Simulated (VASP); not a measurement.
# Al2Pt (Fm-3m) in VASP: a series of runs

Al2Pt is run at these levels: r2SCAN; tasks: single point, relaxation of cell and atoms.

Everything below comes from runs of VASP 6.6.1. Logs are shortened: lines on timing, memory, paths and dates and some standing lists are left out, and cuts for length are marked.

### Step 1. The cell of the first run

It takes space group Fm-3m (No. 225, cubic). The conventional cell has a = 5.906 Å, b = 5.906 Å, c = 5.906 Å, α = 90.00°, β = 90.00°, γ = 90.00°. Al (site symmetry -43m) has 4 Pt at 2.56 Å and 6 Al at 2.95 Å within 3.4 Å. Pt (site symmetry m-3m) has 8 Al at 2.56 Å within 3.4 Å.

### Step 2. Single point, r2SCAN

Contents of POSCAR:

```
Al2Pt
1.0
    0.0000000000      2.9528279465      2.9528279465
    2.9528279465      0.0000000000      2.9528279465
    2.9528279465      2.9528279465      0.0000000000
Al Pt
2 1
Direct
    0.2500000000      0.2500000000      0.2500000000
    0.7500000000      0.7500000000      0.7500000000
    0.0000000000      0.0000000000      0.0000000000
```

Contents of INCAR.step1:

```
PREC     = Accurate       # precision mode
ENCUT    = 520            # plane-wave cutoff, eV
ISMEAR   = -1             # smearing method
SIGMA    = 0.05           # smearing width, eV
LREAL    = False          # projectors in reciprocal space
LASPH    = True           # aspherical terms in the spheres
NELM     = 100            # most SCF steps
NBANDS   = 15             # bands
GGA      = PE             # functional
ALGO     = Normal         # electronic algorithm
EDIFF    = 1E-4           # SCF threshold, eV
LWAVE    = True           # write WAVECAR
LCHARG   = False          # write CHGCAR
```

Contents of INCAR.step2:

```
PREC     = Accurate       # precision mode
ENCUT    = 520            # plane-wave cutoff, eV
EDIFF    = 1E-6           # SCF threshold, eV
ISMEAR   = -1             # smearing method
SIGMA    = 0.05           # smearing width, eV
LREAL    = False          # projectors in reciprocal space
LASPH    = True           # aspherical terms in the spheres
NELM     = 100            # most SCF steps
ALGO     = Normal         # electronic algorithm
ISIF     = 2              # what is computed and relaxed
LWAVE    = False          # write WAVECAR
LCHARG   = True           # write CHGCAR
METAGGA  = R2SCAN         # meta-GGA
LMIXTAU  = True         
LELF     = True           # ELF
LVHAR    = True         
NBANDS   = 15             # bands
ISTART   = 1
```

Contents of KPOINTS:

```
Automatic mesh
0
Gamma
  10 10 10
```

Potentials or basis: VASP PAW PBE potentials, release 64 (Al, Pt).

The run is started by

```
> cat potpaw_PBE.64/Al/POTCAR potpaw_PBE.64/Pt/POTCAR > POTCAR
> cp INCAR.step1 INCAR
> mpirun -np 1 vasp_std > vasp.out
> cp INCAR.step2 INCAR
> mpirun -np 1 vasp_std > vasp.out
```

OUTCAR:

```text
PREC = Accurate
   ENCUT = 520
   EDIFF = 1E-6
   ISMEAR = -1
   LREAL = False
   LASPH = True
   NELM = 100
   ISIF = 2
   METAGGA = R2SCAN
   ISTART = 1

 ion  position               nearest neighbor table
   1  0.250  0.250  0.250-   3 2.56   3 2.56   3 2.56   3 2.56   2 2.95   2 2.95   2 2.95   2 2.95
                             2 2.95   2 2.95
   2  0.750  0.750  0.750-   3 2.56   3 2.56   3 2.56   3 2.56   1 2.95   1 2.95   1 2.95   1 2.95
                             1 2.95   1 2.95
   3  0.000  0.000  0.000-   1 2.56   2 2.56   2 2.56   2 2.56   2 2.56   1 2.56   1 2.56   1 2.56

  LATTYP: Found a face centered cubic cell.
 ALAT       =     5.9056558930

  Lattice vectors:

 A1 = (   0.0000000000,   2.9528279465,   2.9528279465)
 A2 = (   2.9528279465,   0.0000000000,   2.9528279465)
 A3 = (   2.9528279465,   2.9528279465,   0.0000000000)

Analysis of symmetry for initial positions (statically):
=====================================================================
 Subroutine PRICEL returns:
 Original cell was already a primitive cell.

 Routine SETGRP: Setting up the symmetry group for a
 face centered cubic supercell.

 Subroutine GETGRP returns: Found 48 space group operations
 (whereof 48 operations were pure point group operations)
 out of a pool of 48 trial point group operations.

The static configuration has the point symmetry O_h .

Analysis of symmetry for dynamics (positions and initial velocities):
=====================================================================
 Subroutine PRICEL returns:
 Original cell was already a primitive cell.

 Routine SETGRP: Setting up the symmetry group for a
 face centered cubic supercell.

 Subroutine GETGRP returns: Found 48 space group operations
 (whereof 48 operations were pure point group operations)
 out of a pool of 48 trial point group operations.

The dynamic configuration has the point symmetry O_h .

 Subroutine INISYM returns: Found 48 space group operations
 (whereof 48 operations are pure point group operations),
 and found     1 'primitive' translations

----------------------------------------------------------------------------------------

                                     Primitive cell

  volume of cell :      51.4926

  direct lattice vectors                    reciprocal lattice vectors
     0.000000000  2.952827946  2.952827946    -0.169329202  0.169329202  0.169329202
     2.952827946  0.000000000  2.952827946     0.169329202 -0.169329202  0.169329202
     2.952827946  2.952827946  0.000000000     0.169329202  0.169329202 -0.169329202

  length of vectors
     4.175929329  4.175929329  4.175929329     0.293286781  0.293286781  0.293286781

  position of ions in fractional coordinates (direct lattice)
     0.250000000  0.250000000  0.250000000
     0.750000000  0.750000000  0.750000000
     0.000000000  0.000000000  0.000000000

  ion indices of the primitive-cell ions
   primitive index   ion index
                 1           1
                 2           2
                 3           3

----------------------------------------------------------------------------------------

 KPOINTS: Automatic mesh

Automatic generation of k-mesh.
 Grid dimensions read from file:
 generate k-points for:   10   10   10

 Generating k-lattice:

  Cartesian coordinates                     Fractional coordinates (reciprocal lattice)
    -0.016932920  0.016932920  0.016932920     0.100000000  0.000000000  0.000000000
     0.016932920 -0.016932920  0.016932920     0.000000000  0.100000000  0.000000000
     0.016932920  0.016932920 -0.016932920     0.000000000  0.000000000  0.100000000

  Length of vectors
     0.029328678  0.029328678  0.029328678

  Shift w.r.t. Gamma in fractional coordinates (k-lattice)
     0.000000000  0.000000000  0.000000000

 Subroutine IBZKPT returns following result:
 ===========================================

 Found     47 irreducible k-points:

 Following reciprocal coordinates:
            Coordinates               Weight
  0.000000  0.000000  0.000000      1.000000
  0.100000  0.000000  0.000000      8.000000
  0.200000  0.000000  0.000000      8.000000
  0.300000  0.000000  0.000000      8.000000
  0.400000  0.000000  0.000000      8.000000
  0.500000  0.000000  0.000000      4.000000
[... 16 lines left out ...]
  0.300000  0.300000  0.000000      6.000000
  0.400000  0.300000  0.000000     24.000000
 [... further k-points ...]
   k-points           NKPTS =     47   k-points in BZ     NKDIM =     47   number of bands    NBANDS=     15
   number of dos      NEDOS =    301   number of ions     NIONS =      3
   total plane-waves  NPLWV =  32768
   dimension x,y,z NGX =    32 NGY =   32 NGZ =   32
   dimension x,y,z NGXF=    64 NGYF=   64 NGZF=   64
   ions per type =               2   1
   NGX,Y,Z   is equivalent  to a cutoff of  12.74, 12.74, 12.74 a.u.
   NGXF,Y,Z  is equivalent  to a cutoff of  25.48, 25.48, 25.48 a.u.
 SYSTEM =  unknown system
   PREC   = accura    normal or accurate (medium, high low for compatibility)
   ISTART =      1    job   : 0-new  1-cont  2-samecut
   ICHARG =      0    charge: 1-file 2-atom 10-const
   ISPIN  =      1    spin polarized calculation?
   LNONCOLLINEAR =      F non collinear calculations
   LSORBIT =      F    spin-orbit coupling
   LASPH  =      T    aspherical Exc in radial PAW
   ENCUT  =  520.0 eV  38.22 Ry    6.18 a.u.   7.76  7.76  7.76*2*pi/ulx,y,z
   NELM   =    100;   NELMIN=  2; NELMDL=  0     # of ELM steps
   EDIFF  = 0.1E-05   stopping-criterion for ELM
   LREAL  =      F    real-space projection
   EDIFFG = 0.1E-04   stopping-criterion for IOM
   NSW    =      0    number of steps for IOM
   IBRION =     -1    ionic relax: 0-MD 1-quasi-New 2-CG
   NFREE  =      0    steps in history (QN), initial steepest desc. (CG)
   ISIF   =      2    stress and relaxation
   ISYM   =      2    0-nonsym 1-usesym 2-fastsym
   POTIM  = 0.5000    time-step for ionic-motion
   TEBEG  =    0.0;   TEEND  =   0.0 temperature during run
   PSTRESS=    0.0 pullay stress
   NELECT =      16.0000    total number of electrons
   NUPDOWN=      -1.0000    fix difference up-down
   EMIN   =  10.00;   EMAX   =-10.00  energy-range for DOS
   EFERMI =   0.00;   METHOD = LEGACY
   ISMEAR =    -1;   SIGMA  =   0.05  broadening in eV -4-tet -1-fermi 0-gaus
   EFERMI_NEDOS =   21; number of points for ismear=-14 and -15
   IALGO  =     38    algorithm
   IMIX   =      4    mixing-type and parameters
     AMIX     =   0.40;   BMIX     =  1.00
     AMIX_MAG =   1.60;   BMIX_MAG =  1.00
  volume/ion in A,a.u.               =      17.16       115.83
  Fermi-wavevector in a.u.,A,eV,Ry     =   1.108834  2.095393 16.728549  1.229514
  Thomas-Fermi vector in A             =   2.245366
   LORBIT       =      0    0 simple, 1 ext, 2 COOP (PROOUT), +10 PAW based schemes
   METAGGA = R2SCAN    functional components
   LHFCALC =     F    Hartree Fock is set to
   AEXX    =    0.0000 exact exchange contribution
   IVDW    =     0    specifies the selected vdW correction
   LEPSILON=     F    determine dielectric tensor
   LRPA    =     F    only Hartree local field effects (RPA)
 non-spin polarized calculation
  energy-cutoff  :      520.00
  volume of cell :       51.49
 maximum number of plane-waves:      1411
   NGX = 15   NGY = 15   NGZ = 15

 number of electron      16.0000000 magnetization

 Free energy of the ion-electron system (eV)
  ---------------------------------------------------
  ext. energy  EPLUGINS =         0.00000000
  ---------------------------------------------------
  free energy    TOTEN  =       -67.91759172 eV

  energy without entropy =      -67.90886908  energy(sigma->0) =      -67.91323040

 E-fermi :   7.8115     XC(G=0): -11.4711

 val. band max:        7.7747692832   @ k =   0.5000   0.3000   0.1000
 cond. band min:       7.9114220999   @ k =   0.5000   0.2000   0.0000
 fundamental gap:      0.1366528167
 Fermi energy:         7.8114578527

 k-point     1 :       0.0000    0.0000    0.0000
  band No.  band energies     occupation
      1      -2.9422      2.00000
      2       2.4852      2.00000
      3       2.4852      2.00000
      4       2.4852      2.00000
      5       3.9042      2.00000
      6       3.9042      2.00000
      7      11.5084      0.00000
      8      11.7933      0.00000
      9      11.7933      0.00000
     10      11.7933      0.00000
     11      13.6140      0.00000
     12      13.6140      0.00000
     13      13.6140      0.00000
     14      14.7315      0.00000
     15      14.7315      0.00000

 k-point     2 :       0.1000    0.0000    0.0000
  band No.  band energies     occupation
      1      -2.7966      2.00000
      2       2.4066      2.00000
      3       2.5345      2.00000
      4       2.5345      2.00000
      5       3.8883      2.00000
      6       3.8883      2.00000
      7      10.1484      0.00000
      8      11.4041      0.00000
      9      11.4041      0.00000
     10      11.6971      0.00000
     11      14.0485      0.00000
     12      14.0485      0.00000
     13      14.4033      0.00000
     14      14.4300      0.00000
     15      14.4300      0.00000
[... 365 lines left out ...]
      3       3.1433      2.00000
      4       3.1433      2.00000
      5       3.1615      2.00000
      6       4.2474      2.00000
      7       6.7436      2.00000
      8       7.6772      1.87238
      9       7.6772      1.87236
     10      11.3807      0.00000
     11      11.8378      0.00000
     12      16.6575      0.00000
     13      16.6575      0.00000
     14      16.7726      0.00000
     15      16.9008      0.00000

 k-point    24 :       0.4000    0.3000    0.0000
  band No.  band energies     occupation
      1      -0.5657      2.00000
      2       1.6510      2.00000
      3       2.8432      2.00000
      4       3.3278      2.00000
      5       3.5211      2.00000
      6       4.3082      2.00000
      7       5.3464      2.00000
      8       7.1491      2.00000
      9       7.1849      1.99999
     10      11.4977      0.00000
     11      12.0729      0.00000
     12      15.8380      0.00000
     13      16.8333      0.00000
     14      17.5971      0.00000
     15      18.1496      0.00000

 [... further k-points ...]

------------------------ aborting loop because EDIFF is reached ----------------------------------------

  FORCE on cell =-STRESS in cart. coord.  units (eV):
  Direction    XX          YY          ZZ          XY          YZ          ZX
  --------------------------------------------------------------------------------------
  -------------------------------------------------------------------------------------
  Total       -0.1136815     -0.1136815     -0.1136815      0.0000000     -0.0000000      0.0000000
  in kB       -3.5371709     -3.5371709     -3.5371709      0.0000000     -0.0000000      0.0000000
  external PRESSURE =      -3.5371709 kB  Pullay stress =       0.0000000 kB

 VOLUME and BASIS-vectors are now :
 -----------------------------------------------------------------------------
  energy-cutoff  :      520.00
  volume of cell :       51.49
      direct lattice vectors                 reciprocal lattice vectors
     0.000000000  2.952827946  2.952827946    -0.169329202  0.169329202  0.169329202
     2.952827946  0.000000000  2.952827946     0.169329202 -0.169329202  0.169329202
     2.952827946  2.952827946  0.000000000     0.169329202  0.169329202 -0.169329202

 POSITION                                       TOTAL-FORCE (eV/Angst)
 -----------------------------------------------------------------------------------
      1.47641      1.47641      1.47641        -0.000000     -0.000000     -0.000000
      4.42924      4.42924      4.42924         0.000000      0.000000      0.000000
      0.00000      0.00000      0.00000        -0.000000     -0.000000      0.000000
 -----------------------------------------------------------------------------------
    total drift:                                0.000000     -0.000000      0.000000

  FREE ENERGIE OF THE ION-ELECTRON SYSTEM (eV)
  ---------------------------------------------------
  free  energy   TOTEN  =       -67.9175917207 eV

  energy  without entropy=      -67.9088690809  energy(sigma->0) =      -67.91323040
```

Run time: 42 s. Hardware: 1 thread of Intel Xeon 6975P-C (Granite Rapids), shared host; peak memory 0.2 GiB.

What came out:

| Property | Result |
| --- | --- |
| Free energy | -67.9176 eV |
| Pressure | -0.4 GPa |
| Band gap on the k mesh | zero (band 8 reaches 11.79 eV, above the bottom of band 9 at 6.11 eV) |

Caveat: the PAW data sets were made with another functional, which shifts forces and pressure a little; spin-orbit coupling is left out, which moves the levels of the heavy elements.

(Part 1 of 2 ends here.)
